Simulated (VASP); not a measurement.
A run of VASP 6.6.1:

The input INCAR:

```
PREC = Accurate ; ENCUT = 600
EDIFF = 1E-7 ; ISMEAR = 0
SIGMA = 0.1 ; LREAL = False
LASPH = True ; NELM = 60
ALGO = Normal ; ISIF = 3
LWAVE = False ; LCHARG = False
GGA = PS ; IBRION = 2
NSW = 90 ; EDIFFG = -0.04
```

File KPOINTS:

```
regular mesh
0
Gamma
  6 6 4
```

Contents of POSCAR:

```
Ti
1.0
    2.9499978604      0.0000000000      0.0000000000
   -1.4749989302      2.5547730882      0.0000000000
    0.0000000000      0.0000000000      4.6860000000
Ti
2
Direct
    0.3333333333      0.6666666667      0.2500000000
    0.6666666667      0.3333333333      0.7500000000
```

Potentials or basis: VASP PAW PBE potentials, release 64 (Ti_sv).

Command:

```console
$ cat potpaw_PBE.64/Ti_sv/POTCAR > POTCAR
$ mpirun -np 1 vasp_std > vasp.out
```

Hardware: 1 thread of AMD EPYC 9R45 96-Core Processor (Zen 5) (shared host).

Task: How long does it take, and how much memory?

Result: It took 19 s on 1 thread of AMD EPYC 9R45 96-Core Processor (Zen 5), with other jobs on the host, peak memory 0.14 GiB. Counts: scf iterations 38, k points 21, ion steps 3.
